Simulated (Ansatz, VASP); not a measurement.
## Two plane-wave programs on Hf2MgO2

The input INCAR:

```
SYSTEM = Hf2MgO2
PREC = Accurate
ENCUT = 600
EDIFF = 1E-6
ISMEAR = 0
SIGMA = 0.1
LREAL = .False.
LASPH = .True.
NELM = 100
ALGO = Normal
ISIF = 3
LWAVE = .False.
LCHARG = .False.
GGA = PE
IBRION = 2
NSW = 90
EDIFFG = -0.04
```

Contents of KPOINTS:

```
regular mesh
0
Gamma
  6 6 6
  0 0 0
```

File POSCAR:

```
Hf2MgO2
1.0
   -1.7869158400      1.7869158400      5.8037694700
    1.7869158400     -1.7869158400      5.8037694700
    1.7869158400      1.7869158400     -5.8037694700
Mg Hf O
1 2 2
Direct
    0.0000000000      0.0000000000      0.0000000000
    0.6574000100      0.6574000100      0.0000000000
    0.3425999900      0.3425999900      0.0000000000
    0.8686000100      0.8686000100      0.0000000000
    0.1313999900      0.1313999900      0.0000000000
```

Input for Ansatz:

```yaml
crystal:
  lattice:
    - [-1.78691584, 1.78691584, 5.80376947]
    - [1.78691584, -1.78691584, 5.80376947]
    - [1.78691584, 1.78691584, -5.80376947]
  atoms:
    - { symbol: Mg, position: [0.0, 0.0, 0.0] }
    - { symbol: Hf, position: [0.65740001, 0.65740001, 0.0] }
    - { symbol: Hf, position: [0.34259999, 0.34259999, 0.0] }
    - { symbol: O, position: [0.86860001, 0.86860001, 0.0] }
    - { symbol: O, position: [0.13139999, 0.13139999, 0.0] }
basis:
  ecutwfc: 420
kpoints:
  mp_grid: { grid: [6, 6, 6] }
hamiltonian:
  xc: pbe
scf:
  occupations: { method: gaussian, width: 0.1 }
  lower_state_search: "off"
output:
  forces: true
  stress: true
  eigenvalues: true
relax:
  adjacent_minimum: "off"
  f_tol: 0.04
  max_steps: 70
  cell: { stress_tol: 0.4 }
```

Change from the starting cell: species swapped into the K2NiO2 type (I4/mmm, No. 139).

Alike in both runs: task relaxation of cell and atoms; functional PBE; k mesh 6 × 6 × 6; occupations gaussian, width 0.1 eV; no spin polarisation.

|  | VASP | Ansatz |
| --- | --- | --- |
| version | VASP 6.6.1 | Ansatz 0.2.0 |
| potentials or method | VASP PAW PBE potentials, release 64 (Mg, Hf_pv, O), cutoff 600 eV | scalar-relativistic, plane waves, PAW |
| valence electrons in the cell | 34 | 74 |

|  | VASP | Ansatz | Ansatz less VASP |
| --- | --- | --- | --- |
| gap on the k mesh at the Fermi level, each at its own relaxed structure (eV) | none | none | - |
| relaxed volume (Å³/atom) | 14.42 | 14.88 | +0.454 |
| relaxed cell length with the largest relative difference (Å) | 8.142 | 8.430 | +0.2879 |

A gap of «none» marks a metal or a gap that the smearing closes. VASP's potentials hold 34 valence electrons a cell and Ansatz's 74, so a difference there can come from the potentials and not from the codes.

The k mesh is coarse, so the values compare programs but aren't converged. Spin-orbit coupling is off throughout.
